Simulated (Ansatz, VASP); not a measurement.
**Two plane-wave programs on Ge2Sb2Te5**

INCAR

```
SYSTEM = Ge2Sb2Te5
ALGO     = Normal         ! electronic algorithm
EDIFF    = 1E-7           ! SCF threshold, eV
ENCUT    = 520            ! plane-wave cutoff, eV
GGA      = PE             ! functional
ISIF     = 2              ! what is computed and relaxed
ISMEAR   = 0              ! smearing method
LASPH    = .TRUE.         ! aspherical terms in the spheres
LCHARG   = .TRUE.         ! write CHGCAR
LELF     = .TRUE.         ! ELF
LREAL    = .FALSE.        ! projectors in reciprocal space
LVHAR    = .TRUE.       
LWAVE    = .FALSE.        ! write WAVECAR
NBANDS   = 44             ! bands
NELM     = 100            ! most SCF steps
PREC     = Accurate       ! precision mode
SIGMA    = 0.03           ! smearing width, eV
```

KPOINTS

```
k-points
0
G
  12 12 2
  0 0 0
```

File POSCAR:

```
Ge2Sb2Te5
1.0
    4.7604680491      0.0000000000      0.0000000000
   -2.3802340246      4.1226862644      0.0000000000
    0.0000000000      0.0000000000     16.8325389749
Ge Sb Te
2 2 5
Direct
    0.0000000000      0.0000000000      0.3314713560
    0.0000000000      0.0000000000      0.6685286440
    0.3333333333      0.6666666667      0.1121550832
    0.6666666667      0.3333333333      0.8878449168
    0.0000000000      0.0000000000      0.0000000000
    0.3333333333      0.6666666667      0.7913602895
    0.6666666667      0.3333333333      0.2086397105
    0.3333333333      0.6666666667      0.4097504733
    0.6666666667      0.3333333333      0.5902495267
```

Input for Ansatz:

```yaml
crystal:
  lattice:
    - [4.7604680491, 0.0, 0.0]
    - [-2.3802340246, 4.1226862644, 0.0]
    - [0.0, 0.0, 16.8325389749]
  atoms:
    - { symbol: Ge, position: [0.0, 0.0, 0.331471356] }
    - { symbol: Ge, position: [0.0, 0.0, 0.668528644] }
    - { symbol: Sb, position: [0.3333333333, 0.6666666667, 0.1121550832] }
    - { symbol: Sb, position: [0.6666666667, 0.3333333333, 0.8878449168] }
    - { symbol: Te, position: [0.0, 0.0, 0.0] }
    - { symbol: Te, position: [0.3333333333, 0.6666666667, 0.7913602895] }
    - { symbol: Te, position: [0.6666666667, 0.3333333333, 0.2086397105] }
    - { symbol: Te, position: [0.3333333333, 0.6666666667, 0.4097504733] }
    - { symbol: Te, position: [0.6666666667, 0.3333333333, 0.5902495267] }
basis:
  ecutwfc: 420
kpoints:
  mp_grid: { grid: [12, 12, 2] }
hamiltonian:
  xc: pbe
  pseudopotentials: { kind: paw, azcp: { folder: soft_1 } }
scf:
  occupations: { method: gaussian, width: 0.03 }
output:
  forces: true
  stress: true
  eigenvalues: true
```

Alike in both runs: task single point; functional PBE; k mesh 12 × 12 × 2; occupations gaussian, width 0.03 eV; no spin polarisation.

|  | VASP | Ansatz |
| --- | --- | --- |
| version | VASP 6.6.1 | Ansatz 0.2.0 |
| potentials or method | VASP PAW PBE potentials, release 64 (Ge_d, Sb, Te), cutoff 520 eV | scalar-relativistic, plane waves, PAW |
| valence electrons in the cell | 68 | 138 |

Ansatz gave:

```
gap on the k mesh at the Fermi level (eV)                     : 0.06
least direct gap on the mesh (eV)                             : 0.09
pressure (GPa)                                                : -5.1
traceless stress, the component that is largest in VASP (GPa) : 3.08
rms of the force components (eV/Å)                            : 0.162
```

Q: What did VASP give for the same quantities?

A: gap on the k mesh at the Fermi level (eV): 0.06; least direct gap on the mesh (eV): 0.09; pressure (GPa): -5.1; traceless stress, the component that is largest in VASP (GPa): 3.07; rms of the force components (eV/Å): 0.161.

Atom by atom the forces differ by 0.002 eV/Å (rms over components). VASP's potentials hold 68 valence electrons a cell and Ansatz's 138, so a difference there can come from the potentials and not from the codes.

Spin-orbit coupling is off throughout.
